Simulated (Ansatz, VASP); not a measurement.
# Ir5Rh: VASP beside Ansatz

The input INCAR:

```
PREC = Accurate
ENCUT = 600
EDIFF = 1E-7
ISMEAR = -1
SIGMA = 0.15
LREAL = False
LASPH = True
NELM = 60
ALGO = Fast
ISIF = 3
LWAVE = False
LCHARG = False
GGA = PE
IBRION = 2
NSW = 80
EDIFFG = -0.001
```

Contents of KPOINTS:

```
Automatic mesh
0
Gamma
  16 16 4
```

The input POSCAR:

```
Ir5Rh
1.0
    2.7326061896      0.0000000000      0.0000000000
    0.0000000000      2.7326061896      0.0000000000
    0.0000000000      0.0000000000     11.5889693207
Ir Rh
5 1
Direct
    0.0000000000      0.0000000000      0.8328358924
    0.0000000000      0.0000000000      0.1671641076
    0.5000000000      0.5000000000      0.3321883396
    0.0000000000      0.0000000000      0.5000000000
    0.5000000000      0.5000000000      0.6678116604
    0.5000000000      0.5000000000      0.0000000000
```

Input for Ansatz:

```yaml
crystal:
  lattice:
    - [2.7326061896, 0.0, 0.0]
    - [0.0, 2.7326061896, 0.0]
    - [0.0, 0.0, 11.5889693207]
  atoms:
    - { symbol: Ir, position: [0.0, 0.0, 0.8328358924] }
    - { symbol: Ir, position: [0.0, 0.0, 0.1671641076] }
    - { symbol: Ir, position: [0.5, 0.5, 0.3321883396] }
    - { symbol: Ir, position: [0.0, 0.0, 0.5] }
    - { symbol: Ir, position: [0.5, 0.5, 0.6678116604] }
    - { symbol: Rh, position: [0.5, 0.5, 0.0] }
basis:
  ecutwfc: 420
kpoints:
  mp_grid: { grid: [16, 16, 4] }
hamiltonian:
  xc: pbe
scf:
  occupations: { method: fermi_dirac, width: 0.15 }
output:
  forces: true
  stress: true
  eigenvalues: true
  write_density: true
  write_potential: true
  elf: true
  volumetric_format: npy
relax:
  adjacent_minimum: "off"
  f_tol: 0.001
  max_steps: 60
  cell: { stress_tol: 0.01 }
```

Alike in both runs: task relaxation of cell and atoms; functional PBE; k mesh 16 × 16 × 4; occupations fermi-dirac, width 0.15 eV; no spin polarisation.

|  | VASP | Ansatz |
| --- | --- | --- |
| version | VASP 6.6.1 | Ansatz 0.2.0 |
| potentials or method | VASP PAW PBE potentials, release 64 (Ir, Rh_pv), cutoff 600 eV | scalar-relativistic, plane waves, PAW |
| valence electrons in the cell | 60 | 102 |

Ansatz gave:

- gap on the k mesh at the Fermi level, each at its own relaxed structure (eV): none
- relaxed volume (Å³/atom): 14.45
- relaxed length of the cell vector where the two differ most in proportion (Å): 2.734

Problem. Estimate VASP's values.

Solution. gap on the k mesh at the Fermi level, each at its own relaxed structure (eV): none; relaxed volume (Å³/atom): 14.47; relaxed length of the cell vector where the two differ most in proportion (Å): 2.736.

A gap of «none» marks a metal or a gap that the smearing closes. VASP's potentials hold 60 valence electrons a cell and Ansatz's 102, so a difference there can come from the potentials and not from the codes.

Neither program's run includes spin-orbit coupling.
